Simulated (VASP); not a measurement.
Wanted: the native input for a VASP 6.6.1 run.

* Task: single point
* Functional: PBEsol
* Potentials or basis: VASP PAW PBE potentials, release 64 (Mg)
* Cutoff: 520 eV
* k mesh: 24 × 24 × 24
* Occupations: gaussian, width 0.15 eV
* Spin: no spin polarisation
* Dipole correction: no
* Further INCAR settings: ALGO = Fast; EDIFF = 1e-06; NBANDS = 7

The structure of Mg lies in POSCAR:

```
Mg
1.0
   -1.7072168988      1.7072168988      1.6360828613
    1.7072168988     -1.7072168988      1.6360828613
    1.7072168988      1.7072168988     -1.6360828613
Mg
1
Direct
    0.0000000000      0.0000000000      0.0000000000
```

This cell differs from its parent crystal: strain -0.040 along x and y, -0.080 along z.

One way to write it, as run:

INCAR

```
SYSTEM = Mg
ALGO = Fast
EDIFF = 1E-6
ENCUT = 520
GGA = PS
ISIF = 2
ISMEAR = 0
LASPH = .TRUE.
LCHARG = .TRUE.
LELF = .TRUE.
LREAL = .FALSE.
LVHAR = .TRUE.
LWAVE = .FALSE.
NBANDS = 7
NELM = 100
PREC = Accurate
SIGMA = 0.15
```

KPOINTS

```
k-points
0
G
  24 24 24
  0 0 0
```

Potentials or basis: VASP PAW PBE potentials, release 64 (Mg).

The run is started by

```bash
$ cat potpaw_PBE.64/Mg/POTCAR > POTCAR
$ mpirun -np 1 vasp_std > vasp.out
```

Results of the run:

The pressure is 8.4 GPa and the band gap on the k mesh is zero (bands 1 and 2 overlap by 4.90 eV).

Caveat: the cell differs from its parent crystal (strain -0.040 along x and y, -0.080 along z); the cell stands under pressure; the PAW data sets were made with another functional, which shifts forces and pressure a little.

It took 110 s on 1 thread of Intel Xeon 8259CL, on a shared host, peak memory 0.27 GiB.
